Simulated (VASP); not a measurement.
A run of VASP 6.6.1 is set up as follows.

INCAR

```
SYSTEM = InSb
PREC = Accurate
ENCUT = 520
EDIFF = 1E-6
ISMEAR = 0
SIGMA = 0.1
LREAL = .FALSE.
LASPH = .TRUE.
NELM = 80
ALGO = Normal
ISIF = 2
LWAVE = .FALSE.
LCHARG = .TRUE.
GGA = PE
LELF = .TRUE.
LVHAR = .TRUE.
NBANDS = 16
```

The input KPOINTS:

```
regular mesh
0
G
  12 12 12
  0 0 0
```

POSCAR

```
InSb
1.0
    0.0000000000      2.9799696040      2.9799696040
    2.9799696040      0.0000000000      2.9799696040
    2.9799696040      2.9799696040      0.0000000000
In Sb
1 1
Direct
    0.0000000000      0.0000000000      0.0000000000
    0.5000000000      0.5000000000      0.5000000000
```

Potentials or basis: VASP PAW PBE potentials, release 64 (In_d, Sb).

Launch:

```sh
$ cat potpaw_PBE.64/In_d/POTCAR potpaw_PBE.64/Sb/POTCAR > POTCAR
$ mpirun -np 1 vasp_std > vasp.out
```

Q: Estimate the pressure.

A: 5.6 GPa.

Q: What does it give for the band gap on the k mesh?

A: Zero (band 9 reaches 8.36 eV, above the bottom of band 10 at 5.32 eV).

Caveat: spin-orbit coupling is left out, which moves the levels of the heavy elements.
